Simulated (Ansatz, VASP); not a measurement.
# Si4Se in VASP and in Ansatz

```
Si Se
1.0
     5.13440    0.00000    0.00000
    -2.56720    4.44652    0.00000
     0.00000    0.00000    4.64840
Si Se
4 1
Direct
  0.83131 0.16869 0.00000
  0.83131 0.66262 0.00000
  0.33738 0.16869 0.00000
  0.33333 0.66667 0.00000
  0.00000 0.00000 0.50000
```

Alike in both runs: functional PBE; k mesh 12 × 12 × 8; occupations gaussian, width 0.1 eV; no spin polarisation.

Ansatz relaxed the structure, and its values are those at the end. VASP's run is a single point on that final structure, the one shown.

|  | VASP | Ansatz |
| --- | --- | --- |
| version | VASP 6.6.1 | Ansatz 0.2.0 |
| potentials or method | VASP PAW PBE potentials, release 64 (Si, Se), cutoff 520 eV | scalar-relativistic, plane waves, PAW |
| valence electrons in the cell | 22 | 32 |

|  | VASP | Ansatz | Ansatz less VASP |
| --- | --- | --- | --- |
| gap on the k mesh at the Fermi level (eV) | none | none | - |
| pressure (GPa) | 0.0 | 0.0 | +0.01 |

A gap of «none» marks a metal or a gap that the smearing closes. The functional is the same, so the differences come from potentials, cutoffs and numerics. VASP's potentials hold 22 valence electrons a cell and Ansatz's 32, so a difference there can come from the potentials and not from the codes.
